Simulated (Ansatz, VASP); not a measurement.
**Br in VASP and in Ansatz**

Contents of INCAR:

```
SYSTEM = Br
PREC     = Accurate       ! precision mode
ENCUT    = 520            ! plane-wave cutoff, eV
EDIFF    = 1E-8           ! SCF threshold, eV
ISMEAR   = -1             ! smearing method
SIGMA    = 0.01           ! smearing width, eV
LREAL    = .False.        ! projectors in reciprocal space
LASPH    = .True.         ! aspherical terms in the spheres
NELM     = 100            ! most SCF steps
ALGO     = Normal         ! electronic algorithm
ISIF     = 2              ! what is computed and relaxed
LWAVE    = .False.        ! write WAVECAR
LCHARG   = .False.        ! write CHGCAR
GGA      = PE             ! functional
LEFG     = .True.       
NBANDS   = 22             ! bands
```

File KPOINTS:

```
regular mesh
0
Gamma
  7 7 3
  0 0 0
```

Contents of POSCAR:

```
Br
1.0
    3.3350000000     -2.2400000000      0.0000000000
    3.3350000000      2.2400000000      0.0000000000
    0.0000000000      0.0000000000      8.7200000000
Br
4
Direct
    0.1350000000      0.8650000000      0.1100000000
    0.6350000000      0.3650000000      0.3900000000
    0.8650000000      0.1350000000      0.8900000000
    0.3650000000      0.6350000000      0.6100000000
```

Input for Ansatz:

```yaml
crystal:
  lattice:
    - [3.335, -2.24, 0.0]
    - [3.335, 2.24, 0.0]
    - [0.0, 0.0, 8.72]
  atoms:
    - { symbol: Br, position: [0.135, 0.865, 0.11] }
    - { symbol: Br, position: [0.635, 0.365, 0.39] }
    - { symbol: Br, position: [0.865, 0.135, 0.89] }
    - { symbol: Br, position: [0.365, 0.635, 0.61] }
kpoints:
  mp_grid: { grid: [7, 7, 3] }
  band_path:
    path:
      - [0.0, 0.0, 0.0]
      - [0.5, 0.5, 0.0]
      - [0.3627831886, 0.6372168114, 0.0]
      - [-0.3627831886, 0.3627831886, 0.0]
      - [0.0, 0.0, 0.0]
      - [0.0, 0.0, 0.5]
      - [-0.3627831886, 0.3627831886, 0.5]
      - [0.3627831886, 0.6372168114, 0.5]
      - [0.5, 0.5, 0.5]
    npoints: 14
scf:
  occupations: { method: fermi_dirac, width: 0.01 }
hamiltonian:
  xc: pbe
  pseudopotentials: { kind: paw }
output:
  forces: true
  stress: true
  eigenvalues: true
  efg: { contact_densities: true }
  populations: true
  bader: true
  dos: { projected: true, de: 0.2, e_range: [-14, 8] }
  write_density: true
  write_potential: true
  elf: true
  volumetric_format: npy
```

Alike in both runs: task electric field gradients; functional PBE; k mesh 7 × 7 × 3; occupations fermi-dirac, width 0.01 eV; no spin polarisation.

```csv
,VASP,Ansatz
version,VASP 6.6.1,Ansatz 0.2.0
potentials or method,"VASP PAW PBE potentials, release 64 (Br)","PAW with Ansatz's default frozen-core files, scalar-relativistic"
plane-wave cutoff (eV),520,420
valence electrons in the cell,28,28
```

VASP gave:

* gap on the k mesh at the Fermi level (eV): 1.90
* pressure (GPa): 2.9
* traceless stress, the component that is largest in VASP (GPa): 1.95
* rms of the force components (eV/Å): 0.701
* size of Vzz on the site where it differs most (V/Å²): 947.2

Problem. Estimate Ansatz's values.

Solution. gap on the k mesh at the Fermi level (eV): 1.90; pressure (GPa): 2.9; traceless stress, the component that is largest in VASP (GPa): 1.92; rms of the force components (eV/Å): 0.693; size of Vzz on the site where it differs most (V/Å²): 982.1.

Atom by atom the forces differ by 0.008 eV/Å (rms over components).
